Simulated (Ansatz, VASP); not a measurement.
Two plane-wave programs on GaN

```
CELL_PARAMETERS angstrom
0.00000 2.08743 2.13007
2.08743 0.00000 2.13007
2.08743 2.08743 0.00000
ATOMIC_POSITIONS crystal
Ga 0.00000 0.00000 0.00000
N 0.50000 0.50000 0.50000
```

Change from the starting cell: epitaxial_xy strain -1.0%.

Alike in both runs: task single point; functional r2SCAN; k mesh 10 × 10 × 10; occupations fermi-dirac, width 0.02 eV; non-collinear spin, spin-orbit coupling.

|  | VASP | Ansatz |
| --- | --- | --- |
| version | VASP 6.6.1 | Ansatz 0.2.0 |
| potentials or method | VASP PAW PBE potentials, release 64 (Ga_d, N) | plane waves, PAW |
| plane-wave cutoff (eV) | 520 | 500 |
| valence electrons in the cell | 18 | 18 |

```tsv
	VASP	Ansatz	Ansatz less VASP
pressure (GPa)	4.0	2.6	-1.42
traceless stress, the component that is largest in VASP (GPa)	-2.87	-2.67	+0.201
```

VASP's potentials were made for PBE, not for r2SCAN.
